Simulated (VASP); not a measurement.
Here is a VASP 6.6.1 calculation.

The input INCAR:

```
SYSTEM = Br
  PREC = Accurate
  ENCUT = 500
  EDIFF = 1E-6
  ISMEAR = -1
  SIGMA = 0.05
  LREAL = .False.
  LASPH = .True.
  NELM = 120
  ALGO = Normal
  ISIF = 2
  LWAVE = .False.
  LCHARG = .False.
  GGA = PE
  IVDW = 12
  NBANDS = 10
  GGA_COMPAT = .False.
```

File KPOINTS:

```
Automatic mesh
0
Gamma
  13 13 13
  0 0 0
```

POSCAR

```
Br
1.0
   -1.4219353596      1.4219353596      3.5749924995
    1.4219353596     -1.4219353596      3.5749924995
    1.4219353596      1.4219353596     -3.5749924995
Br
1
Direct
    0.0000000000      0.0000000000      0.0000000000
```

Potentials or basis: VASP PAW PBE potentials, release 64 (Br).

Launch:

```sh
$ cat potpaw_PBE.64/Br/POTCAR > POTCAR
$ mpirun -np 1 vasp_std > vasp.out
```

(1) Predict the pressure.

(2) Estimate the band gap on the k mesh.

(3) What does it give for the dispersion energy per atom?

Answers

(1) 0.0 GPa.

(2) zero (an odd number of electrons rules out a gap without spin polarisation).

(3) -0.250 eV.

Caveat: an odd number of electrons without spin polarisation forces a metal; a magnetic or distorted state may lie lower.
